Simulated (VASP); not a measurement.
TaN:

```
Ta N
1.0
     2.93800    0.00000    0.00000
    -1.46900    2.54438    0.00000
     0.00000    0.00000    2.88300
Ta N
1 1
Cartesian
  0.0000 1.6963 1.4415
  0.0000 0.0000 0.0000
```

Base run:

```yaml
Program: VASP 6.6.1
Functional: revPBE
Potentials_or_basis: VASP PAW PBE potentials, release 64 (Ta_pv, N)
Cutoff: 520 eV
k_mesh: 12 × 12 × 10
Occupations: fermi-dirac, width 0.02 eV
Spin: no spin polarisation
```

Its results: band gap on the k mesh zero (bands 8 and 9 overlap by 0.51 eV); pressure 8.8 GPa.

Question: The run is repeated on the same cell with these changes: functional from revPBE to PBE. What comes out?

Answer: Band gap on the k mesh zero (bands 8 and 9 overlap by 0.50 eV); pressure 5.4 GPa.

PBE binds more tightly than revPBE, so the same cell stands under less pressure.

Caveats: the cell stands under pressure; spin-orbit coupling is left out, which moves the levels of the heavy elements; the PAW data sets were made with another functional, which shifts forces and pressure a little (at least some runs).
